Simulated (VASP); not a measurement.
# Ta2N: single point with LDA

The system is Ta2N.

```xyz
9
Lattice="5.1283 0.0000 0.0000 -2.5641 4.4412 0.0000 0.0000 0.0000 5.0770" Properties=species:S:1:pos:R:3 pbc="T T T"
Ta    1.8020    3.1212    3.8210
Ta   -0.7621    1.3200    3.8210
Ta    1.5242    0.0000    3.8210
Ta    0.7621    1.3200    1.2560
Ta   -1.8020    3.1212    1.2560
Ta    3.6041    0.0000    1.2560
N     2.5641    1.4804    2.5385
N     0.0000    2.9608    2.5385
N     0.0000    0.0000    0.0000
```

This cell differs from its parent crystal: atoms shifted along a free coordinate, c/a of the conventional cell at fixed volume 0.9900.

```yaml
Program: VASP 6.6.1
Task: single point
Functional: LDA
Potentials_or_basis: VASP PAW LDA potentials, release 64 (Ta_pv, N)
Cutoff: 520 eV
k_mesh: 9 × 9 × 8
Occupations: gaussian, width 0.15 eV
Spin: no spin polarisation
Dipole_correction: no
Further_INCAR_settings: ALGO = Normal; EDIFF = 1e-06; NBANDS = 50
```

```
Pressure               : 16.2 GPa
Largest force          : 7.099 eV/Å
Band gap on the k mesh : zero (an odd number of electrons rules out a gap without spin polarisation)
```

Forces in eV/Å, atoms in the order of the input:
```
Ta  -3.364 -5.827 -2.263
Ta  -3.364  5.827 -2.263
Ta   6.728  0.000 -2.263
Ta   3.364  5.827  2.263
Ta   3.364 -5.827  2.263
Ta  -6.728  0.000  2.263
N    0.000  0.000  0.000
N    0.000  0.000  0.000
N    0.000  0.000  0.000
```

Stress tensor (GPa, compression positive):
```
23.15  0.00  0.00
 0.00 23.15  0.00
 0.00  0.00  2.28
```

Levels at points of the mesh, in eV from the Fermi level:
```csv
k point,band 38,band 39,band 40,band 41,band 42,band 43,band 44,band 45
"(0.00, 0.00, 0.00)",-1.11,-0.59,0.05,0.05,0.21,0.21,1.57,1.57
"(0.00, 0.00, 0.50)",-1.03,-1.03,-0.84,-0.84,0.19,0.19,1.87,2.05
```

It took 6.1 min on 1 thread of Intel(R) Xeon(R) Platinum 8488C (Sapphire Rapids), on a shared host, peak memory 0.43 GiB.

Caveat: the cell stands under pressure; spin-orbit coupling is left out, which moves the levels of the heavy elements; forces of over 1 eV/Å act on the atoms, so gaps and moduli don't describe the material at rest.
